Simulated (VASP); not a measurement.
Input of a VASP 6.6.1 run:

INCAR

```
PREC = Accurate ; ENCUT = 600
EDIFF = 1E-6 ; ISMEAR = 0
SIGMA = 0.2 ; LREAL = F
LASPH = T ; NELM = 120
ALGO = Normal ; ISIF = 2
LWAVE = F ; LCHARG = F
GGA = PE ; NBANDS = 24
GGA_COMPAT = F
```

KPOINTS

```
regular mesh
0
Gamma
  6 6 6
```

Contents of POSCAR:

```
SnO3
1.0
    1.7209480091      0.9935897963      4.3847623435
   -1.7209480091      0.9935897963      4.3847623435
    0.0000000000     -1.9871795926      4.3847623435
Sn O
1 3
Direct
    0.0000000000      0.0000000000      0.0000000000
    0.7322846294      0.7322846294      0.7322846294
    0.2677153706      0.2677153706      0.2677153706
    0.5000000000      0.5000000000      0.5000000000
```

Potentials or basis: VASP PAW PBE potentials, release 64 (Sn_d, O).

The run is started by

```bash
$ cat potpaw_PBE.64/Sn_d/POTCAR potpaw_PBE.64/O/POTCAR > POTCAR
$ mpirun -np 1 vasp_std > vasp.out
```

Question: Estimate the band gap on the k mesh.

Answer: Zero (bands 16 and 17 overlap by 0.79 eV).

Question: Estimate the pressure.

Answer: 0.0 GPa.

Question: What does it give for the largest force?

Answer: 0.038 eV/Å.

Forces on the atoms (eV/Å):
```
Sn   0.000  0.000  0.000
O    0.000  0.000  0.038
O    0.000  0.000 -0.038
O    0.000  0.000  0.000
```

Caveat: the k points lie up to 0.36 Å⁻¹ apart, too coarse for converged energies and pressures of a metal; semilocal functionals underestimate gaps, and a narrow one can read as zero; spin-orbit coupling is left out, which moves the levels of the heavy elements.
